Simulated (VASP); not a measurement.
# Ga (a cell with a defect) in VASP: notebook, part 2 of 2

VASP 6.6.1. The steps go on from the part before.

### Step 3. Single point, PBE

INCAR reads:

```
SYSTEM = Ga
PREC = Accurate
ENCUT = 520
EDIFF = 1E-6
ISMEAR = -1
SIGMA = 0.05
LREAL = .False.
LASPH = .True.
NELM = 100
ALGO = Normal
ISIF = 2
LWAVE = .False.
LCHARG = .False.
GGA = PE
NBANDS = 82
```

KPOINTS reads:

```
Automatic mesh
0
Gamma
  3 3 2
  0 0 0
```

POSCAR reads:

```
Ga
1.0
    0.0000000000      5.6784680000      0.0000000000
    5.6784680000      0.0000000000      0.0000000000
    4.2588510000      4.2588510000     -6.7613820000
Ga
11
Direct
   -0.0014461927      0.0312140248     -0.0170547974
   -0.0784206035     -0.0500421747      0.7028552743
    0.0079102116      0.4928866172      0.0112161981
    0.0680820875      0.4927797348      0.3429899390
   -0.0075248924      0.4863648328      0.6699478006
    0.4636951302      0.0059993222      0.0050372838
    0.4299206174      0.0036945649      0.3520953261
    0.4568955590      0.0018406041      0.6682298086
    0.4823323244      0.4779019040      0.0191045263
    0.5781592041      0.5195953450      0.3286598805
    0.5136020227      0.5244123328      0.6590909965
```

Potentials or basis: VASP PAW PBE potentials, release 64 (Ga_d).

Launch:

```sh
> cat potpaw_PBE.64/Ga_d/POTCAR > POTCAR
> mpirun -np 1 vasp_std > vasp.out
```

OUTCAR:

```text
SYSTEM = Ga
   PREC = Accurate
   ENCUT = 520
   EDIFF = 1E-6
   ISMEAR = -1
   LREAL = .False.
   LASPH = .True.
   NELM = 100
   ISIF = 2
   GGA = PE

 ion  position               nearest neighbor table
   1  0.999  0.031  0.983-   6 2.74   3 2.75   5 2.81  10 2.89   8 2.90
   2  0.922  0.950  0.703-   9 2.77   5 2.79   8 2.80   8 2.91   6 2.91
   3  0.008  0.493  0.011-   9 2.73   1 2.75  10 2.84
   4  0.068  0.493  0.343-   5 2.77   9 2.81   6 2.84  10 2.84  10 2.85
   5  0.992  0.486  0.670-   4 2.77  11 2.77   2 2.79   1 2.81   7 2.90  11 2.92
   6  0.464  0.006  0.005-   1 2.74   9 2.75   4 2.84   2 2.91
   7  0.430  0.004  0.352-   9 2.82   5 2.90
[... 1079 lines left out ...]

 VOLUME and BASIS-vectors are now :
 -----------------------------------------------------------------------------
  energy-cutoff  :      520.00
  volume of cell :      218.02
      direct lattice vectors                 reciprocal lattice vectors
     0.000000000  5.678468000  0.000000000     0.000000000  0.176103836  0.110924068
     5.678468000  0.000000000  0.000000000     0.176103836  0.000000000  0.110924068
     4.258851000  4.258851000 -6.761382000     0.000000000  0.000000000 -0.147898758

 POSITION                                       TOTAL-FORCE (eV/Angst)
 -----------------------------------------------------------------------------------
      4.36347      9.85647     -6.64607         0.000752     -0.001089     -0.003493
      8.38766      8.22652     -4.75227         0.004820      0.001804      0.006348
      2.84661      0.09269     -0.07584        -0.000479     -0.001881      0.000148
      4.25898      1.84734     -2.31909         0.014149      0.009122     -0.008788
      5.61501      8.48895     -4.52977         0.010451      0.010813      0.003525
      0.05552      2.65453     -0.03406         0.004580      0.002061     -0.008616
      1.52050      3.94081     -2.38065        -0.018225     -0.011982      0.012562
      2.85634      5.44036     -4.51816        -0.005174     -0.003250      0.004220
      2.79511      2.82027     -0.12917        -0.006422     -0.008609      0.001624
      4.35022      4.68277     -2.22220        -0.007848      0.003719     -0.005916
      5.78483      5.72344     -4.45637         0.003396     -0.000710     -0.001615
 -----------------------------------------------------------------------------------
    total drift:                               -0.000005      0.000669      0.000196

  FREE ENERGIE OF THE ION-ELECTRON SYSTEM (eV)
  ---------------------------------------------------
  free  energy   TOTEN  =       -31.9562446467 eV

  energy  without entropy=      -31.9271600400  energy(sigma->0) =      -31.94170234
```

Wall time 4 min (1 thread of Intel Xeon Platinum 8259CL at 2.50GHz (Skylake/Cascade Lake), shared host); peak memory 0.4 GiB.

What came out:

- Free energy: -31.9562 eV
- Pressure: -0.1 GPa
- Largest force: 0.025 eV/Å
- Band gap on the k mesh: zero (an odd number of electrons rules out a gap without spin polarisation)

Forces on the atoms (eV/Å):
```
Ga   0.001 -0.001 -0.003
Ga   0.005  0.002  0.006
Ga   0.000 -0.002  0.000
Ga   0.014  0.009 -0.009
Ga   0.010  0.011  0.004
Ga   0.005  0.002 -0.009
Ga  -0.018 -0.012  0.013
Ga  -0.005 -0.003  0.004
Ga  -0.006 -0.009  0.002
Ga  -0.008  0.004 -0.006
Ga   0.003 -0.001 -0.002
```

Levels at points of the mesh, in eV from the Fermi level:
```
           k point  band 69  band 70  band 71  band 72  band 73  band 74  band 75  band 76
(0.00, 0.00, 0.00)    -1.04    -0.93    -0.82    -0.74    -0.73    -0.51     0.65     1.61
(0.00, 0.00, 0.50)    -1.23    -1.14    -0.97    -0.89    -0.77    -0.70    -0.08     0.73
```

Caveat: the k points lie up to 0.44 Å⁻¹ apart, too coarse for converged energies and pressures of a metal.

### Step 4. Single point, PBE

INCAR is that of step 3.

KPOINTS reads:

```
regular mesh
0
Gamma
  3 3 2
  0 0 0
```

POSCAR reads:

```
Ga
1.0
    0.0000000000      5.6784680000      0.0000000000
    5.6784680000      0.0000000000      0.0000000000
    4.2588510000      4.2588510000     -6.7613820000
Ga
11
Direct
   -0.0164126015      0.0197027733     -0.0167168487
   -0.0550076556     -0.0750267875      0.7009590643
    0.0115918350      0.4811531674      0.0063247425
    0.0030627074      0.4276030939      0.3454672432
   -0.0292924148      0.4587411534      0.6649096294
    0.4455795766     -0.0060404730      0.0207127774
    0.5070845530      0.0849275558      0.3559130367
    0.4723716772      0.0044643120      0.6925834097
    0.4876224574      0.4659521759      0.0237661472
    0.5074713649      0.5959725240      0.3361592349
    0.4958969046      0.5292043037      0.6668423704
```

Launch:

```sh
> cat potpaw_PBE.64/Ga_d/POTCAR > POTCAR
> mpirun -np 1 vasp_std > vasp.out
```

Wall time 4 min (1 thread of Intel Xeon Platinum 8259CL at 2.50GHz (Skylake/Cascade Lake), shared host); peak memory 0.4 GiB.

It converged, with:

- Free energy: -31.9612 eV
- Pressure: 0.0 GPa
- Largest force: 0.050 eV/Å
- Band gap on the k mesh: zero (an odd number of electrons rules out a gap without spin polarisation)

Forces in eV/Å, atoms in the order of the input:
```
Ga  -0.004  0.000 -0.017
Ga  -0.005  0.011  0.005
Ga  -0.002 -0.003 -0.005
Ga  -0.005 -0.030 -0.005
Ga   0.011  0.002 -0.001
Ga  -0.012  0.030 -0.033
Ga   0.005  0.039  0.016
Ga  -0.005  0.012  0.037
Ga   0.010 -0.006 -0.006
Ga   0.007 -0.046  0.016
Ga  -0.001 -0.009 -0.007
```

Stress tensor (GPa, compression positive):
```
 1.19  0.14 -0.35
 0.14  0.96 -0.48
-0.35 -0.48 -2.22
```

Levels at points of the mesh, in eV from the Fermi level:
| k point | band 68 | band 69 | band 70 | band 71 | band 72 | band 73 | band 74 | band 75 | band 76 | band 77 |
| --- | --- | --- | --- | --- | --- | --- | --- | --- | --- | --- |
| (0.00, 0.00, 0.00) | -1.31 | -1.21 | -0.95 | -0.77 | -0.73 | -0.66 | -0.42 | 0.74 | 1.66 | 1.71 |
| (0.00, 0.00, 0.50) | -1.66 | -1.19 | -1.14 | -0.90 | -0.87 | -0.79 | -0.71 | -0.03 | 0.79 | 1.60 |

Caveat: the k points lie up to 0.44 Å⁻¹ apart, too coarse for converged energies and pressures of a metal.

### Step 5. Summary

```csv
cell,gap on the mesh (eV),pressure (GPa),largest force (eV/Å)
"as given, atomic positions A",none,-0.2,0.02
"as given, atomic positions B",none,-0.1,0.03
"as given, atomic positions C",none,0.0,0.05
```

Alike in all rows: task single point; level PBE; potentials or basis VASP PAW PBE potentials, release 64 (Ga_d); no spin polarisation; k mesh 3 × 3 × 2; cutoff (eV) 520; smearing fermi-dirac 0.05 eV.

Caveats: all runs use coarse meshes.

Absolute energies hang on the potentials; compare differences alone.
